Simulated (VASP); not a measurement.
Set up this calculation in VASP 6.6.1, as the native input.

| Quantity | Value |
| --- | --- |
| Task | single point |
| Functional | PBE |
| Potentials or basis | VASP PAW PBE potentials, release 64 (Rh_pv, H) |
| Cutoff | 520 eV |
| k mesh | 6 × 6 × 1 |
| Occupations | gaussian, width 0.1 eV |
| Spin | no spin polarisation |
| Dipole correction | yes |
| Further INCAR settings | ALGO = Fast; EDIFF = 1e-06; NBANDS = 102 |

The structure of HRh12 lies in POSCAR:

```
HRh12
1.0
    5.4165863251      0.0000000000      0.0000000000
   -2.7082931626      4.6909013593      0.0000000000
    0.0000000000      0.0000000000     19.7966118206
Rh H
12 1
Direct
    0.3333333333      0.1666666667      0.2020547777
    0.3333333333      0.6666666667      0.2020547777
    0.8333333333      0.1666666667      0.2020547777
    0.8333333333      0.6666666667      0.2020547777
    0.1666666667      0.3333333333      0.3106031918
    0.1666666667      0.8333333333      0.3106031918
    0.6666666667      0.3333333333      0.3106031918
    0.6666666667      0.8333333333      0.3106031918
    0.0000000000      0.0000000000      0.4190925142
    0.0000000000      0.5000000000      0.4190925142
    0.5000000000      0.0000000000      0.4190925142
    0.5000000000      0.5000000000      0.4190925142
    0.0833333333      0.3333333333      0.4774191072
```

The input as run:

INCAR

```
  ALGO = Fast
  DIPOL = 0.5 0.5 0.323
  EDIFF = 1E-6
  ENCUT = 520
  GGA = PE
  IDIPOL = 3
  ISIF = 2
  ISMEAR = 0
  LASPH = T
  LCHARG = T
  LDIPOL = T
  LELF = T
  LREAL = F
  LVACPOTAV = T
  LVHAR = T
  LWAVE = F
  NBANDS = 102
  NELM = 60
  PREC = Accurate
  SIGMA = 0.1
```

KPOINTS

```
k-points
0
Gamma
  6 6 1
```

Potentials or basis: VASP PAW PBE potentials, release 64 (Rh_pv, H).

Launch:

```console
$ cat potpaw_PBE.64/Rh_pv/POTCAR potpaw_PBE.64/H/POTCAR > POTCAR
$ mpirun -np 1 vasp_std > vasp.out
```

Results of the run:

```json
{
  "Largest force": "0.480 eV/Å",
  "Band gap on the k mesh": "zero (an odd number of electrons rules out a gap without spin polarisation)"
}
```

Run time: 43 min on 1 thread of Oxide Virtual Turin-like Processor, on a shared host, peak memory 0.96 GiB.
